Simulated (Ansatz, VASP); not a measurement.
# One calculation of Hg, two programs

```
Hg
1.0
     3.27230    0.00000    0.00000
    -1.63615    2.83389    0.00000
     0.00000    0.00000    5.23740
Hg
2
Cartesian
  1.6362 0.9446 3.9280
  0.0000 1.8893 1.3094
```

Alike in both runs: task single point; functional PBEsol; dispersion D3(BJ); k mesh 18 × 18 × 10; occupations gaussian, width 0.15 eV; no spin polarisation.

|  | VASP | Ansatz |
| --- | --- | --- |
| version | VASP 6.6.1 | Ansatz 0.2.0 |
| potentials or method | VASP PAW PBE potentials, release 64 (Hg), cutoff 520 eV | scalar-relativistic, plane waves, PAW |
| valence electrons in the cell | 24 | 40 |

|  | VASP | Ansatz | Ansatz less VASP |
| --- | --- | --- | --- |
| gap on the k mesh at the Fermi level (eV) | none | none | - |
| pressure (GPa) | -3.1 | -3.4 | -0.30 |
| traceless stress, the component that is largest in VASP (GPa) | -0.23 | -0.24 | -0.012 |

VASP's potentials were made for PBE, not for PBEsol. A gap of «none» marks a metal or a gap that the smearing closes. VASP's potentials hold 24 valence electrons a cell and Ansatz's 40, so a difference there can come from the potentials and not from the codes.

Spin-orbit coupling is off throughout.
